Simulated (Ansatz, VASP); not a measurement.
**Two plane-wave programs on Ga3Te2O**

INCAR

```
PREC = Accurate
ENCUT = 520
EDIFF = 1E-6
ISMEAR = 0
SIGMA = 0.1
LREAL = F
LASPH = T
NELM = 60
ALGO = Normal
ISIF = 2
LWAVE = F
LCHARG = F
GGA = PE
NBANDS = 38
```

The input KPOINTS:

```
regular mesh
0
Gamma
  6 6 6
```

File POSCAR:

```
Ga3Te2O
1.0
    2.9500544400      1.7032147200      4.3085193500
   -2.9500544400      1.7032147200      4.3085193500
    0.0000000000     -3.4064294500      4.3085193500
Ga Te O
3 2 1
Direct
    0.0000000000      0.5000000000      0.0000000000
    0.5000000000      0.0000000000      0.0000000000
    0.0000000000      0.0000000000      0.5000000000
    0.6276879900      0.6276879900      0.6276879900
    0.3723120100      0.3723120100      0.3723120100
    0.0000000000      0.0000000000      0.0000000000
```

Input for Ansatz:

```yaml
crystal:
  lattice:
    - [2.95005444, 1.70321472, 4.30851935]
    - [-2.95005444, 1.70321472, 4.30851935]
    - [0.0, -3.40642945, 4.30851935]
  atoms:
    - { symbol: Ga, position: [0.0, 0.5, 0.0] }
    - { symbol: Ga, position: [0.5, 0.0, 0.0] }
    - { symbol: Ga, position: [0.0, 0.0, 0.5] }
    - { symbol: Te, position: [0.62768799, 0.62768799, 0.62768799] }
    - { symbol: Te, position: [0.37231201, 0.37231201, 0.37231201] }
    - { symbol: O, position: [0.0, 0.0, 0.0] }
basis:
  ecutwfc: 420
kpoints:
  mp_grid: { grid: [6, 6, 6] }
hamiltonian:
  xc: pbe
scf:
  occupations: { method: gaussian, width: 0.1 }
  lower_state_search: "off"
output:
  forces: true
  stress: true
  eigenvalues: true
```

Change from the starting cell: species swapped into the Sm2GeRu3 type (R-3m, No. 166).

Alike in both runs: task single point; functional PBE; k mesh 6 × 6 × 6; occupations gaussian, width 0.1 eV; no spin polarisation.

|  | VASP | Ansatz |
| --- | --- | --- |
| version | VASP 6.6.1 | Ansatz 0.2.0 |
| potentials or method | VASP PAW PBE potentials, release 64 (Ga_d, Te, O), cutoff 520 eV | scalar-relativistic, plane waves, PAW |
| valence electrons in the cell | 57 | 77 |

VASP gave:

```
gap on the k mesh at the Fermi level (eV)                     : none
pressure (GPa)                                                : -2.9
traceless stress, the component that is largest in VASP (GPa) : -5.68
rms of the force components (eV/Å)                            : 0.105
```

**Question.** What did Ansatz give for the same quantities?

**Answer.** gap on the k mesh at the Fermi level (eV): none; pressure (GPa): -2.9; traceless stress, the component that is largest in VASP (GPa): -5.67; rms of the force components (eV/Å): 0.104.

Atom by atom the forces differ by 0.002 eV/Å (rms over components). A gap of «none» marks a metal or a gap that the smearing closes. With one functional, cell and mesh, what is left measures potentials, basis and numerics. VASP's potentials hold 57 valence electrons a cell and Ansatz's 77, so a difference there can come from the potentials and not from the codes.

Neither program's run includes spin-orbit coupling.
